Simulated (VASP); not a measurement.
Set up this calculation in VASP 6.6.1, as the native input.

```
Task                   : relaxation of cell and atoms
Functional             : PBE
Potentials or basis    : VASP PAW PBE potentials, release 64 (Zn, As)
Cutoff                 : 600 eV
k mesh                 : 8 × 8 × 8
Occupations            : gaussian, width 0.1 eV
Spin                   : no spin polarisation
Dipole correction      : no
Further INCAR settings : ALGO = Normal; EDIFF = 1e-07; IBRION = 2; EDIFFG = -0.01; NSW = 100; ISIF = 3
```

The structure of Zn2As lies in POSCAR:

```
Zn2As
1.0
    5.5502573365      0.0000000000      0.0000000000
    0.0000000000      5.5502573365      0.0000000000
    0.0000000000      0.0000000000      5.5502573365
Zn As
4 2
Direct
    0.2500000000      0.2500000000      0.2500000000
    0.7500000000      0.7500000000      0.2500000000
    0.7500000000      0.2500000000      0.7500000000
    0.2500000000      0.7500000000      0.7500000000
    0.0000000000      0.0000000000      0.0000000000
    0.5000000000      0.5000000000      0.5000000000
```

One way to write it, as run:

INCAR

```
PREC = Accurate
ENCUT = 600
EDIFF = 1E-7
ISMEAR = 0
SIGMA = 0.1
LREAL = False
LASPH = True
NELM = 100
ALGO = Normal
ISIF = 3
LWAVE = False
LCHARG = False
GGA = PE
IBRION = 2
NSW = 100
EDIFFG = -0.01
```

KPOINTS

```
Automatic mesh
0
Gamma
  8 8 8
```

Potentials or basis: VASP PAW PBE potentials, release 64 (Zn, As).

The run is started by

```sh
$ cat potpaw_PBE.64/Zn/POTCAR potpaw_PBE.64/As/POTCAR > POTCAR
$ mpirun -np 1 vasp_std > vasp.out
```

It gave:

* Relaxed volume: 28.59 Å³/atom
* Relaxed cell: a = 5.556 Å, b = 5.556 Å, c = 5.556 Å, α = 90.00°, β = 90.00°, γ = 90.00°
* Space group after relaxing (to 0.05 Å): Pn-3m (No. 224)
* Energy gained by relaxing: 0.0 meV/atom
* Ionic steps: 2
* Pressure after relaxing: 0.0 GPa
* Band gap on the k mesh: zero (band 29 reaches 2.82 eV, above the bottom of band 30 at 0.82 eV)

It took 5.9 min on 1 thread of Intel(R) Xeon(R) Platinum 8259CL CPU @ 2.50GHz (Skylake/Cascade Lake) (shared host), peak memory 0.47 GiB.
